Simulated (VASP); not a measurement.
# In2O3 (R-3c) in VASP: notebook, part 2 of 2

VASP 6.6.1. The steps go on from the part before.

## 3. Relaxation of cell and atoms, PBE

The input, INCAR:

```
PREC = Accurate
ENCUT = 600
EDIFF = 1E-6
ISMEAR = 0
SIGMA = 0.02
LREAL = F
LASPH = T
NELM = 100
ALGO = Normal
ISIF = 3
LWAVE = F
LCHARG = F
GGA = PE
IBRION = 2
NSW = 100
EDIFFG = -0.005
```

The input, KPOINTS:

```
Automatic mesh
0
Gamma
  6 6 6
```

The input, POSCAR:

```
In2O3
1.0
    2.7879965292      1.6096505466      4.9165342624
   -2.7879965292      1.6096505466      4.9165342624
    0.0000000000     -3.2193010933      4.9165342624
In O
4 6
Direct
    0.3572953602      0.3572953602      0.3572953602
    0.1427046398      0.1427046398      0.1427046398
    0.6427046398      0.6427046398      0.6427046398
    0.8572953602      0.8572953602      0.8572953602
    0.5464564539      0.9535435461      0.2500000000
    0.2500000000      0.5464564539      0.9535435461
    0.9535435461      0.2500000000      0.5464564539
    0.4535435461      0.0464564539      0.7500000000
    0.7500000000      0.4535435461      0.0464564539
    0.0464564539      0.7500000000      0.4535435461
```

Potentials or basis: VASP PAW PBE potentials, release 64 (In_d, O).

The run is started by

```bash
$ cat potpaw_PBE.64/In_d/POTCAR potpaw_PBE.64/O/POTCAR > POTCAR
$ mpirun -np 1 vasp_std > vasp.out
```

OUTCAR:

```text
PREC = Accurate
   ENCUT = 600
   EDIFF = 1E-6
   ISMEAR = 0
   LREAL = F
   LASPH = T
   NELM = 100
   ISIF = 3
   GGA = PE
   IBRION = 2
   NSW = 100
   EDIFFG = -0.005

 ion  position               nearest neighbor table
   1  0.357  0.357  0.357-   9 2.16  10 2.16   8 2.16   7 2.29   5 2.29   6 2.29   2 3.17   3 3.30
                             3 3.30   3 3.30   2 3.66   2 3.66   2 3.66
   2  0.143  0.143  0.143-  10 2.16   9 2.16   8 2.16   6 2.29   5 2.29   7 2.29   1 3.17   4 3.30
                             4 3.30   4 3.30   1 3.66   1 3.66   1 3.66
   3  0.643  0.643  0.643-   6 2.16   7 2.16   5 2.16  10 2.29   8 2.29   9 2.29   4 3.17   1 3.30
                             1 3.30   1 3.30   4 3.66   4 3.66   4 3.66
   4  0.857  0.857  0.857-   7 2.16   6 2.16   5 2.16   9 2.29   8 2.29  10 2.29   3 3.17   2 3.30
                             2 3.30   2 3.30   3 3.66   3 3.66   3 3.66
   5  0.546  0.954  0.250-   3 2.16   4 2.16   1 2.29   2 2.29
   6  0.250  0.546  0.954-   3 2.16   4 2.16   2 2.29   1 2.29
   7  0.954  0.250  0.546-   4 2.16   3 2.16   1 2.29   2 2.29
   8  0.454  0.046  0.750-   1 2.16   2 2.16   3 2.29   4 2.29
   9  0.750  0.454  0.046-   1 2.16   2 2.16   4 2.29   3 2.29
  10  0.046  0.750  0.454-   2 2.16   1 2.16   3 2.29   4 2.29

  LATTYP: Found a trigonal (rhomboedric) cell.
 ALAT       =     5.8767515417
 COS(alpha) =     0.5498680982

  Lattice vectors:

 A1 = (   2.7879965292,   1.6096505466,   4.9165342624)
 A2 = (  -2.7879965292,   1.6096505466,   4.9165342624)
 A3 = (   0.0000000000,  -3.2193010933,   4.9165342624)

Analysis of symmetry for initial positions (statically):
=====================================================================
 Subroutine PRICEL returns:
 Original cell was already a primitive cell.

 Routine SETGRP: Setting up the symmetry group for a
 trigonal (rhombohedral) supercell.

 Subroutine GETGRP returns: Found 12 space group operations
 (whereof  6 operations were pure point group operations)
 out of a pool of 12 trial point group operations.

The static configuration has the point symmetry S_6 .
 The point group associated with its full space group is D_3d.

Analysis of symmetry for dynamics (positions and initial velocities):
[... 160 lines left out ...]
 non-spin polarized calculation
 Gauss-broadening in eV      SIGMA  =   0.02
  energy-cutoff  :      600.00
  volume of cell :      132.38
 maximum number of plane-waves:      4441
   NGX = 23   NGY = 23   NGZ = 23

--------------------------------------- Ionic step        1  -------------------------------------------

 number of electron      88.0000008 magnetization

 Free energy of the ion-electron system (eV)
  ---------------------------------------------------
  ext. energy  EPLUGINS =         0.00000000
  ---------------------------------------------------
  free energy    TOTEN  =       -55.48787079 eV

  energy without entropy =      -55.48787079  energy(sigma->0) =      -55.48787079

------------------------ aborting loop because EDIFF is reached ----------------------------------------

  FORCE on cell =-STRESS in cart. coord.  units (eV):
  Direction    XX          YY          ZZ          XY          YZ          ZX
  --------------------------------------------------------------------------------------
  -------------------------------------------------------------------------------------
  Total        0.2763411      0.2763411      0.1760215      0.0000000     -0.0000000      0.0000000
  in kB        3.3444285      3.3444285      2.1303067      0.0000000     -0.0000000      0.0000000
  external PRESSURE =       2.9397212 kB  Pullay stress =       0.0000000 kB
[... 251 lines left out ...]
--------------------------------------- Ionic step        7  -------------------------------------------

 number of electron      88.0000007 magnetization

 Free energy of the ion-electron system (eV)
  ---------------------------------------------------
  ext. energy  EPLUGINS =         0.00000000
  ---------------------------------------------------
  free energy    TOTEN  =       -55.48819289 eV

  energy without entropy =      -55.48819289  energy(sigma->0) =      -55.48819289

 E-fermi :   5.1961     XC(G=0): -10.9676

 val. band max:        5.0428964261   @ k =  -0.1667   0.1667   0.0000
 cond. band min:       5.9922551574   @ k =   0.0000   0.0000   0.0000
 fundamental gap:      0.9493587312
 Fermi energy:         5.1960812798

 k-point     1 :       0.0000    0.0000    0.0000
  band No.  band energies     occupation
      1     -12.2931      2.00000
      2     -11.4932      2.00000
      3     -11.4932      2.00000
      4     -11.2986      2.00000
      5     -11.2986      2.00000
      6     -11.2184      2.00000
[... 1309 lines left out ...]
     51      13.5902      0.00000
     52      14.2894      0.00000

 [... further k-points ...]

------------------------ aborting loop because EDIFF is reached ----------------------------------------

  FORCE on cell =-STRESS in cart. coord.  units (eV):
  Direction    XX          YY          ZZ          XY          YZ          ZX
  --------------------------------------------------------------------------------------
  -------------------------------------------------------------------------------------
  Total       -0.0256504     -0.0256504      0.0199496     -0.0000000     -0.0000000      0.0000000
  in kB       -0.3098580     -0.3098580      0.2409927     -0.0000000     -0.0000000      0.0000000
  external PRESSURE =      -0.1262411 kB  Pullay stress =       0.0000000 kB
[... 25 lines left out ...]
  FREE ENERGIE OF THE ION-ELECTRON SYSTEM (eV)
  ---------------------------------------------------
  free  energy   TOTEN  =       -55.4881928895 eV

  energy  without entropy=      -55.4881928895  energy(sigma->0) =      -55.48819289

 reached required accuracy - stopping structural energy minimisation
```

CONTCAR:

```text
In2O3
   1.00000000000000
     2.7899758474598335    1.6107933065300883    4.9186957372807205
    -2.7899758474598335    1.6107933065300883    4.9186957372807205
    -0.0000000000000000   -3.2215866131602917    4.9186957372807347
  In              O
     4     6
Direct
     0.3571930950212169    0.3571930950212169    0.3571930950212169
     0.1428069049787831    0.1428069049787831    0.1428069049787831
     0.6428069049787831    0.6428069049787831    0.6428069049787831
     0.8571930950212169    0.8571930950212169    0.8571930950212169
     0.5463794541648177    0.9536205458351823    0.2500000000000000
     0.2500000000000000    0.5463794541648177    0.9536205458351823
     0.9536205458351823    0.2500000000000000    0.5463794541648177
     0.4536205458351822    0.0463794541648178    0.7500000000000000
     0.7500000000000000    0.4536205458351822    0.0463794541648178
     0.0463794541648178    0.7500000000000000    0.4536205458351822

  0.00000000E+00  0.00000000E+00  0.00000000E+00
  0.00000000E+00  0.00000000E+00  0.00000000E+00
  0.00000000E+00  0.00000000E+00  0.00000000E+00
  0.00000000E+00  0.00000000E+00  0.00000000E+00
  0.00000000E+00  0.00000000E+00  0.00000000E+00
  0.00000000E+00  0.00000000E+00  0.00000000E+00
  0.00000000E+00  0.00000000E+00  0.00000000E+00
  0.00000000E+00  0.00000000E+00  0.00000000E+00
  0.00000000E+00  0.00000000E+00  0.00000000E+00
  0.00000000E+00  0.00000000E+00  0.00000000E+00
```

It took 8.5 min on 1 thread of Intel Xeon 6975P-C (Granite Rapids), shared host; peak memory 0.46 GiB.

What came out:

* Free energy: -55.4882 eV
* Relaxed volume: 13.26 Å³/atom
* Relaxed cell: a = 5.880 Å, b = 5.880 Å, c = 5.880 Å, α = 56.65°, β = 56.65°, γ = 56.65°
* Space group after relaxing (to 0.05 Å): R-3c (No. 167)
* Energy gained by relaxing: 0.0 meV/atom
* Ionic steps: 7
* Pressure after relaxing: 0.0 GPa
* Largest force after relaxing: 0.003 eV/Å
* Band gap on the k mesh: 0.95 eV, indirect (least direct gap 1.03 eV)

Forces on the atoms (eV/Å):
```
In   0.000  0.000 -0.001
In   0.000  0.000  0.001
In   0.000  0.000  0.001
In   0.000  0.000 -0.001
O    0.003  0.000  0.000
O   -0.002  0.003  0.000
O   -0.002 -0.003  0.000
O   -0.003  0.000  0.000
O    0.002 -0.003  0.000
O    0.002  0.003  0.000
```

Step by step:
```csv
step,energy change (eV),largest force (eV/Å),pressure (GPa),volume (Å³)
1,0.0000,0.0207,0.29,132.38
2,-0.0001,0.0097,-0.24,132.85
3,-0.0003,0.0145,-0.04,132.66
4,-0.0003,0.0159,0.01,132.64
5,-0.0003,0.0127,0.00,132.65
6,-0.0003,0.0058,0.00,132.64
7,-0.0003,0.0033,-0.01,132.63
```

Final structure:
```cif
data_structure
_symmetry_space_group_name_H-M 'P 1'
_symmetry_Int_Tables_number 1
_cell_length_a 5.8798
_cell_length_b 5.8798
_cell_length_c 5.8798
_cell_angle_alpha 56.654
_cell_angle_beta 56.654
_cell_angle_gamma 56.654
_cell_volume 132.63
loop_
_atom_site_label
_atom_site_type_symbol
_atom_site_fract_x
_atom_site_fract_y
_atom_site_fract_z
_atom_site_occupancy
In1 In 0.35719 0.35719 0.35719 1
In2 In 0.14281 0.14281 0.14281 1
In3 In 0.64281 0.64281 0.64281 1
In4 In 0.85719 0.85719 0.85719 1
O1 O 0.54638 0.95362 0.25000 1
O2 O 0.25000 0.54638 0.95362 1
O3 O 0.95362 0.25000 0.54638 1
O4 O 0.45362 0.04638 0.75000 1
O5 O 0.75000 0.45362 0.04638 1
O6 O 0.04638 0.75000 0.45362 1
```

Levels at points of the mesh, in eV from the valence-band top:
| k point | band 41 | band 42 | band 43 | band 44 | band 45 | band 46 | band 47 | band 48 |
| --- | --- | --- | --- | --- | --- | --- | --- | --- |
| (0.00, 0.00, 0.00) | -0.24 | -0.24 | -0.08 | -0.08 | 0.95 | 5.30 | 5.83 | 6.92 |
| (0.50, 0.00, 0.00) | -0.72 | -0.72 | -0.06 | -0.06 | 4.61 | 4.61 | 5.53 | 5.53 |
| (0.50, 0.50, 0.00) | -0.52 | -0.35 | -0.10 | -0.05 | 4.79 | 5.17 | 6.04 | 6.19 |
| (0.50, 0.50, 0.50) | -0.19 | -0.19 | -0.19 | -0.19 | 4.09 | 4.09 | 6.70 | 6.70 |

Caveat: spin-orbit coupling is left out, which moves the levels of the heavy elements. A hybrid or GW would open this gap; PBE tends to underestimate it.

## 4. Single point, PBE

The input, INCAR:

```
PREC = Accurate
ENCUT = 520
EDIFF = 1E-7
ISMEAR = 0
SIGMA = 0.01
LREAL = False
LASPH = True
NELM = 100
ALGO = Normal
ISIF = 2
LWAVE = False
LCHARG = True
GGA = PE
LELF = True
LVHAR = True
NBANDS = 55
```

The input, KPOINTS:

```
regular mesh
0
Gamma
  6 6 6
```

The input, POSCAR:

```
In2O3
1.0
    2.7877169063      1.6094891063      4.9191180687
   -2.7877169063      1.6094891063      4.9191180687
    0.0000000000     -3.2189782126      4.9191180687
In O
4 6
Direct
    0.3572098617      0.3572098617      0.3572098617
    0.1427901383      0.1427901383      0.1427901383
    0.6427901383      0.6427901383      0.6427901383
    0.8572098617      0.8572098617      0.8572098617
    0.5465483981      0.9534516019      0.2500000000
    0.2500000000      0.5465483981      0.9534516019
    0.9534516019      0.2500000000      0.5465483981
    0.4534516019      0.0465483981      0.7500000000
    0.7500000000      0.4534516019      0.0465483981
    0.0465483981      0.7500000000      0.4534516019
```

The run is started by

```bash
$ cat potpaw_PBE.64/In_d/POTCAR potpaw_PBE.64/O/POTCAR > POTCAR
$ mpirun -np 1 vasp_std > vasp.out
```

It took 3.3 min on 1 thread of Intel Xeon 6975P-C (Granite Rapids), shared host; peak memory 0.4 GiB.

Results (log left out):

| Quantity | Value |
| --- | --- |
| Free energy | -55.4755 eV |
| Pressure | 0.4 GPa |
| Largest force | 0.013 eV/Å |
| Band gap on the k mesh | 0.96 eV, indirect (least direct gap 1.04 eV) |

Forces in eV/Å, atoms in the order of the input:
```
In   0.000  0.000 -0.013
In   0.000  0.000  0.013
In   0.000  0.000  0.013
In   0.000  0.000 -0.013
O   -0.011  0.000  0.000
O    0.005 -0.009  0.000
O    0.005  0.009  0.000
O    0.011  0.000  0.000
O   -0.005  0.009  0.000
O   -0.005 -0.009  0.000
```

Stress tensor (GPa, compression positive):
```
0.45 0.00 0.00
0.00 0.45 0.00
0.00 0.00 0.28
```

Levels at points of the mesh, in eV from the valence-band top:
```
           k point  band 41  band 42  band 43  band 44  band 45  band 46  band 47  band 48
(0.00, 0.00, 0.00)    -0.24    -0.24    -0.08    -0.08     0.96     5.32     5.85     6.95
(0.50, 0.00, 0.00)    -0.72    -0.72    -0.06    -0.06     4.62     4.62     5.54     5.54
(0.50, 0.50, 0.00)    -0.52    -0.35    -0.10    -0.05     4.81     5.18     6.06     6.21
(0.50, 0.50, 0.50)    -0.19    -0.19    -0.19    -0.19     4.10     4.10     6.72     6.72
```

Caveat: spin-orbit coupling is left out, which moves the levels of the heavy elements. A k mesh can miss the band edges.

## 5. Summary

| task | cell | cutoff (eV) | smearing | gap on the mesh (eV) | pressure (GPa) | largest force (eV/Å) |
| --- | --- | --- | --- | --- | --- | --- |
| single point | a = 5.878 Å, angles 56.6°, 10 atoms | 520 | gaussian 0.02 eV | 0.96 | 0.4 | 0.02 |
| relaxation of cell and atoms | relaxed from a = 5.877 Å, angles 56.6°, 10 atoms | 600 | gaussian 0.02 eV | 0.95 | 0.0 | - |
| single point | a = 5.879 Å, angles 56.6°, 10 atoms | 520 | gaussian 0.01 eV | 0.96 | 0.4 | 0.01 |

Alike in all rows: level PBE; potentials or basis VASP PAW PBE potentials, release 64 (In_d, O); no spin polarisation; k mesh 6 × 6 × 6.

Caveats: spin-orbit coupling is left out, which moves the levels of the heavy elements.

Absolute energies hang on the potentials; compare differences alone.
